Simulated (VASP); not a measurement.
# Li5Mg11 in VASP: a series of runs

Runs on Li5Mg11. Level: PBE. Tasks: single point.

Everything below comes from runs of VASP 6.6.1. Logs are shortened: lines on timing, memory, paths and dates and some standing lists are left out, and cuts for length are marked.

## Step 1: The cell of the first run

The cell holds a disordered packing, 16 atoms: a = 6.991 Å, b = 7.264 Å, c = 7.113 Å, α = 91.32°, β = 87.69°, γ = 87.57°.

## Step 2: Single point, PBE

The input, INCAR:

```
SYSTEM = Li5Mg11
  PREC = Accurate
  ENCUT = 650
  EDIFF = 1E-6
  ISMEAR = -1
  SIGMA = 0.0974
  LREAL = Auto
  LASPH = .True.
  NELM = 120
  ALGO = Normal
  ISIF = 2
  LWAVE = .False.
  LCHARG = .False.
  GGA = PE
  ISYM = -1
  NBANDS = 32
  GGA_COMPAT = .False.
```

The input, KPOINTS:

```
explicit points
1
Reciprocal
  0.25000000   0.25000000   0.25000000 1
```

The input, POSCAR:

```
Li5Mg11
1.0
    6.9874180000      0.1521120000      0.1432780000
    0.1521120000      7.2620990000     -0.0841100000
    0.1432780000     -0.0841100000      7.1109010000
Mg Li
11 5
Direct
    0.5270197618      0.7453168458      0.1474824727
    0.9078862868      0.3779123265      0.1577354367
    0.9604190396      0.5818098041      0.8334877821
    0.0377927117      0.1569197292      0.8198826920
    0.1394103098      0.8168958569      0.5088166296
    0.3773491615      0.5204970401      0.8367776704
    0.2616211928      0.1406357487      0.1701516181
   -0.0556734021      0.8731558219      0.1780933119
    0.6413879067      0.7269196858      0.5982941456
    0.4191773140      0.4296189491      0.3652388583
    0.4168689135      0.1311707822      0.5950180758
    0.6680615293      0.0132375256     -0.0969635369
    0.2134236101      0.8747092237      0.8944866318
    0.6960533375      0.3611935083      0.6476885075
    0.8428128214      0.0338747090      0.4750259730
    0.0513557898      0.3915996930      0.5173412336
```

Potentials or basis: VASP PAW PBE potentials, release 64 (Mg, Li_sv).

Command:

```bash
cat potpaw_PBE.64/Mg/POTCAR potpaw_PBE.64/Li_sv/POTCAR > POTCAR
mpirun -np 1 vasp_std > vasp.out
```

OUTCAR:

```text
SYSTEM = Li5Mg11
   PREC = Accurate
   ENCUT = 650
   EDIFF = 1E-6
   ISMEAR = -1
   LREAL = Auto
   LASPH = .True.
   NELM = 120
   ISIF = 2
   GGA = PE
   ISYM = -1

 ion  position               nearest neighbor table
   1  0.527  0.745  0.147-  12 2.82  10 2.91   6 2.97  13 3.02   8 3.11   9 3.34   7 3.35
   2  0.908  0.378  0.158-  16 2.79   3 2.79   4 2.95   7 2.96   8 3.62
   3  0.960  0.582  0.833-  16 2.65   2 2.79  14 2.84  13 2.86   6 2.93   9 3.01   4 3.11   5 3.15
                             8 3.20
   4  0.038  0.157  0.820-  13 2.42  16 2.78  12 2.87   2 2.95  15 2.99   7 3.00  11 3.04  14 3.07
                             3 3.11   5 3.31   8 3.37   6 3.63
   5  0.139  0.817  0.509-  15 2.57   8 2.80  13 2.84  11 3.12   3 3.15   4 3.31  10 3.47   7 3.51
                             9 3.60   6 3.62   9 3.63
   6  0.377  0.520  0.837-  14 2.75  13 2.79   3 2.93   9 2.94   1 2.97  11 3.27  10 3.40   5 3.62
                             4 3.63
   7  0.262  0.141  0.170-  13 2.76  10 2.78   2 2.96   4 3.00   8 3.01  11 3.25   1 3.35   5 3.51

   8  0.944  0.873  0.178-  15 2.45  13 2.70   5 2.80  12 2.97   7 3.01   1 3.11   3 3.20   4 3.37
                             2 3.62
   9  0.641  0.727  0.598-  14 2.70  15 2.82   6 2.94  12 2.99   3 3.01  10 3.19  11 3.27   1 3.34
                             5 3.60   5 3.63
  10  0.419  0.430  0.365-  11 2.75  16 2.78   7 2.78  14 2.88   1 2.91   9 3.19   6 3.40   5 3.47

  11  0.417  0.131  0.595-  14 2.65  10 2.75  12 2.98   4 3.04  15 3.11   5 3.12   7 3.25   9 3.27
                             6 3.27
  12  0.668  0.013  0.903-   1 2.82   4 2.87   8 2.97  11 2.98   9 2.99
  13  0.213  0.875  0.894-   4 2.42   8 2.70   7 2.76   6 2.79   5 2.84   3 2.86   1 3.02
  14  0.696  0.361  0.648-  11 2.65   9 2.70   6 2.75   3 2.84  10 2.88   4 3.07
  15  0.843  0.034  0.475-   8 2.45   5 2.57   9 2.82   4 2.99  11 3.11
  16  0.051  0.392  0.517-   3 2.65  10 2.78   4 2.78   2 2.79

IMPORTANT INFORMATION: All symmetrisations will be switched off!
NOSYMM: (Re-)initialisation of all symmetry stuff for point group C_1.

----------------------------------------------------------------------------------------

                                     Primitive cell

  volume of cell :     360.4640

  direct lattice vectors                    reciprocal lattice vectors
     6.987418000  0.152112000  0.143278000     0.143240350 -0.003034157 -0.002922048
     0.152112000  7.262099000 -0.084110000    -0.003034157  0.137784372  0.001690893
     0.143278000 -0.084110000  7.110901000    -0.002922048  0.001690893  0.140708032

  length of vectors
     6.990541964  7.264178855  7.112841634     0.143302276  0.137828148  0.140748527

  position of ions in fractional coordinates (direct lattice)
     0.527019762  0.745316846  0.147482473
     0.907886287  0.377912327  0.157735437
     0.960419040  0.581809804  0.833487782
     0.037792712  0.156919729  0.819882692
     0.139410310  0.816895857  0.508816630
     0.377349161  0.520497040  0.836777670
[... 8 lines left out ...]
     0.842812821  0.033874709  0.475025973
     0.051355790  0.391599693  0.517341234

  ion indices of the primitive-cell ions
   primitive index   ion index
                 1           1
                 2           2
                 3           3
                 4           4
                 5           5
                 6           6
[... 8 lines left out ...]
                15          15
                16          16

----------------------------------------------------------------------------------------

 KPOINTS: explicit points

Read explicit list of k-points.

 Found      1 k-points:

 Following reciprocal coordinates:
            Coordinates               Weight
  0.250000  0.250000  0.250000      1.000000
   k-points           NKPTS =      1   k-points in BZ     NKDIM =      1   number of bands    NBANDS=     32
   number of dos      NEDOS =    301   number of ions     NIONS =     16
   total plane-waves  NPLWV = 216000
   dimension x,y,z NGX =    60 NGY =   60 NGZ =   60
   dimension x,y,z NGXF=   120 NGYF=  120 NGZF=  120
   ions per type =              11   5
   NGX,Y,Z   is equivalent  to a cutoff of  14.27, 13.73, 14.02 a.u.
   NGXF,Y,Z  is equivalent  to a cutoff of  28.54, 27.46, 28.05 a.u.
 SYSTEM =  Li5Mg11
   PREC   = accura    normal or accurate (medium, high low for compatibility)
   ISTART =      0    job   : 0-new  1-cont  2-samecut
   ICHARG =      2    charge: 1-file 2-atom 10-const
   ISPIN  =      1    spin polarized calculation?
   LNONCOLLINEAR =      F non collinear calculations
   LSORBIT =      F    spin-orbit coupling
   LASPH  =      T    aspherical Exc in radial PAW
   ENCUT  =  650.0 eV  47.77 Ry    6.91 a.u.  14.53 15.10 14.79*2*pi/ulx,y,z
   NELM   =    120;   NELMIN=  2; NELMDL= -5     # of ELM steps
   EDIFF  = 0.1E-05   stopping-criterion for ELM
   LREAL  =      T    real-space projection
   EDIFFG = 0.1E-04   stopping-criterion for IOM
   NSW    =      0    number of steps for IOM
   IBRION =     -1    ionic relax: 0-MD 1-quasi-New 2-CG
   NFREE  =      0    steps in history (QN), initial steepest desc. (CG)
   ISIF   =      2    stress and relaxation
   ISYM   =     -1    0-nonsym 1-usesym 2-fastsym
   POTIM  = 0.5000    time-step for ionic-motion
   TEBEG  =    0.0;   TEEND  =   0.0 temperature during run
   PSTRESS=    0.0 pullay stress
   NELECT =      37.0000    total number of electrons
   NUPDOWN=      -1.0000    fix difference up-down
   EMIN   =  10.00;   EMAX   =-10.00  energy-range for DOS
   EFERMI =   0.00;   METHOD = LEGACY
   ISMEAR =    -1;   SIGMA  =   0.10  broadening in eV -4-tet -1-fermi 0-gaus
   EFERMI_NEDOS =   21; number of points for ismear=-14 and -15
   IALGO  =     38    algorithm
   IMIX   =      4    mixing-type and parameters
     AMIX     =   0.40;   BMIX     =  1.00
     AMIX_MAG =   1.60;   BMIX_MAG =  1.00
  volume/ion in A,a.u.               =      22.53       152.03
  Fermi-wavevector in a.u.,A,eV,Ry     =   0.766516  1.448506  7.994067  0.587547
  Thomas-Fermi vector in A             =   1.866872
   LORBIT       =      0    0 simple, 1 ext, 2 COOP (PROOUT), +10 PAW based schemes
   GGA     = PE    functional components
   LHFCALC =     F    Hartree Fock is set to
   AEXX    =    0.0000 exact exchange contribution
   IVDW    =     0    specifies the selected vdW correction
   LEPSILON=     F    determine dielectric tensor
   LRPA    =     F    only Hartree local field effects (RPA)
 non-spin polarized calculation
  energy-cutoff  :      650.00
  volume of cell :      360.46
 maximum number of plane-waves:     13585
 NGX is ok and might be reduce to    60
   NGX = 29   NGY = 31   NGZ = 29

 number of electron      36.9999995 magnetization

 Free energy of the ion-electron system (eV)
  ---------------------------------------------------
  ext. energy  EPLUGINS =         0.00000000
  ---------------------------------------------------
  free energy    TOTEN  =       -22.93786265 eV

  energy without entropy =      -22.71248438  energy(sigma->0) =      -22.82517351

 E-fermi :   1.8994     XC(G=0):  -7.9914

 val. band max:        1.5398703283   @ k =   0.2500   0.2500   0.2500
 cond. band min:       1.9126014035   @ k =   0.2500   0.2500   0.2500
 fundamental gap:      0.3727310752
 Fermi energy:         1.8993695577

 k-point     1 :       0.2500    0.2500    0.2500
  band No.  band energies     occupation
      1     -44.8521      2.00000
      2     -44.6261      2.00000
      3     -44.5793      2.00000
      4     -44.3772      2.00000
      5     -44.1389      2.00000
      6      -3.6876      2.00000
[... 22 lines left out ...]
     29       4.6731      0.00000
     30       4.8389      0.00000
 [bands above 30 left out]

------------------------ aborting loop because EDIFF is reached ----------------------------------------

  FORCE on cell =-STRESS in cart. coord.  units (eV):
  Direction    XX          YY          ZZ          XY          YZ          ZX
  --------------------------------------------------------------------------------------
  -------------------------------------------------------------------------------------
  Total       -2.8166251     10.0220781      8.3219269      5.9804929     -2.8275371      8.5594520
  in kB      -12.5192324     44.5457671     36.9889968     26.5818767    -12.5677337     38.0447398
  external PRESSURE =      23.0051772 kB  Pullay stress =       0.0000000 kB

 VOLUME and BASIS-vectors are now :
 -----------------------------------------------------------------------------
  energy-cutoff  :      650.00
  volume of cell :      360.46
      direct lattice vectors                 reciprocal lattice vectors
     6.987418000  0.152112000  0.143278000     0.143240350 -0.003034157 -0.002922048
     0.152112000  7.262099000 -0.084110000    -0.003034157  0.137784372  0.001690893
     0.143278000 -0.084110000  7.110901000    -0.002922048  0.001690893  0.140708032

 POSITION                                       TOTAL-FORCE (eV/Angst)
 -----------------------------------------------------------------------------------
      3.81701      5.48033      1.06156         0.055098      0.102502      0.303750
      6.42387      2.86927      1.21994        -0.368703      0.060373      0.457939
      6.91877      4.30115      6.01552        -0.541730      0.823722      0.058004
      0.40541      1.07636      5.82232        -0.498937      0.442038     -0.309371
      1.17128      5.91079      3.56941         0.715707     -0.401605      0.168956
      2.83576      3.76692      5.96053        -0.161099     -0.725185      0.170399
[... 8 lines left out ...]
      5.96230      0.33425      3.49577        -0.523924      0.898051      0.543349
      0.49253      2.80813      3.65318         0.376768     -0.199171     -0.312886
 -----------------------------------------------------------------------------------
    total drift:                               -0.013638      0.001278      0.002846

  FREE ENERGIE OF THE ION-ELECTRON SYSTEM (eV)
  ---------------------------------------------------
  free  energy   TOTEN  =       -22.9378626474 eV

  energy  without entropy=      -22.7124843819  energy(sigma->0) =      -22.82517351
```

Run time: 76 s. Hardware: 1 thread of AMD EPYC 7R13 (Zen 3), shared host; peak memory 0.41 GiB.

What came out:

| Property | Result |
| --- | --- |
| Free energy | -22.9379 eV |
| Pressure | 2.3 GPa |
| Largest force | 1.173 eV/Å |
| Band gap on the k mesh | zero (an odd number of electrons rules out a gap without spin polarisation) |

Forces in eV/Å, atoms in the order of the input:
```
Mg   0.055  0.103  0.304
Mg  -0.369  0.060  0.458
Mg  -0.542  0.824  0.058
Mg  -0.499  0.442 -0.309
Mg   0.716 -0.402  0.169
Mg  -0.161 -0.725  0.170
Mg   0.084 -0.248  0.202
Mg  -0.136 -0.567 -0.972
Mg  -0.021  0.305 -0.406
Mg   0.180  0.848 -0.157
Mg  -0.257 -0.758  0.124
Li   0.087  0.144 -0.113
Li   0.689 -0.558 -0.056
Li   0.320 -0.168  0.298
Li  -0.524  0.898  0.543
Li   0.377 -0.199 -0.313
```

Stress tensor (GPa, compression positive):
```
-1.25  2.66  3.80
 2.66  4.45 -1.26
 3.80 -1.26  3.70
```

Levels at points of the mesh, in eV from the Fermi level:
| k point | band 16 | band 17 | band 18 | band 19 | band 20 | band 21 |
| --- | --- | --- | --- | --- | --- | --- |
| (0.25, 0.25, 0.25) | -0.95 | -0.45 | -0.36 | 0.01 | 0.30 | 0.38 |

Caveat: the atoms stand as in a frame of molecular dynamics.

## Step 3: Single point, PBE

INCAR: that of step 2 with these lines changed.

```diff
@@ -12,4 +12,6 @@
   LWAVE = .False.
-  LCHARG = .False.
+  LCHARG = .True.
   GGA = PE
+  LELF = .True.
+  LVHAR = .True.
   ISYM = -1
```

KPOINTS is that of step 2.

The input, POSCAR:

```
Li5Mg11
1.0
    6.9874180000      0.1521120000      0.1432780000
    0.1521120000      7.2620990000     -0.0841100000
    0.1432780000     -0.0841100000      7.1109010000
Mg Li
11 5
Direct
    0.4244495885      0.7741276868      0.1885718268
    0.7628716379      0.4310328240      0.1339195199
    0.8885715146      0.6496219140      0.8462019018
    0.0463374821      0.2054760041      0.8227032615
    0.1865349276      0.8699563021      0.4852573075
    0.3404247111      0.4913384151      0.9228616883
    0.2846049473      0.1478246189      0.1640333484
   -0.0877511748      0.8118318193      0.1907744162
    0.6773002374      0.7485221619      0.5265073970
    0.4114784303      0.4621516989      0.3764736386
    0.5028750730      0.1183527573      0.5583256912
    0.7250613278      0.0630511772     -0.0966541515
    0.1739715592      0.8888832827      0.8499293797
    0.7221420753      0.4361175968      0.6575869610
    0.8787083773      0.0879352558      0.4505245756
   -0.0270276808      0.4550792470      0.4380134370
```

Potentials or basis: VASP PAW PBE potentials, release 64 (Mg, Li_sv).

Command:

```bash
cat potpaw_PBE.64/Mg/POTCAR potpaw_PBE.64/Li_sv/POTCAR > POTCAR
mpirun -np 1 vasp_std > vasp.out
```

Run time: 77 s. Hardware: 1 thread of AMD EPYC 7R13 (Zen 3), shared host; peak memory 0.41 GiB.

The run converged. Its results:

```
Free energy            : -22.4698 eV
Pressure               : 3.1 GPa
Largest force          : 2.045 eV/Å
Band gap on the k mesh : zero (an odd number of electrons rules out a gap without spin polarisation)
```

Forces on the atoms (eV/Å):
```
Mg   0.745  0.562 -0.891
Mg  -0.469 -0.485 -0.069
Mg   0.563  0.392 -0.418
Mg   0.113  0.920 -0.486
Mg  -0.255 -0.268  0.319
Mg   0.053 -0.370 -0.238
Mg  -0.311  0.172 -0.118
Mg   0.630  0.140 -0.209
Mg  -0.241  0.520 -0.038
Mg  -0.158 -0.336  0.653
Mg  -0.485  0.306  0.178
Li  -0.562 -0.279 -0.111
Li   0.677 -0.449  0.751
Li  -1.064 -1.689  0.444
Li  -0.070  0.424  0.221
Li   0.831  0.442  0.013
```

Stress tensor (GPa, compression positive):
```
-0.40  2.37  3.41
 2.37  5.78  0.08
 3.41  0.08  3.91
```

Levels at points of the mesh, in eV from the Fermi level:
| k point | band 15 | band 16 | band 17 | band 18 | band 19 | band 20 | band 21 | band 22 | band 23 | band 24 |
| --- | --- | --- | --- | --- | --- | --- | --- | --- | --- | --- |
| (0.25, 0.25, 0.25) | -1.39 | -0.85 | -0.46 | -0.35 | 0.00 | 0.34 | 0.53 | 0.87 | 1.31 | 1.58 |

Caveat: the atoms stand as in a frame of molecular dynamics.

The gap in the log of VASP goes by the Fermi energy; the results here count the filled bands.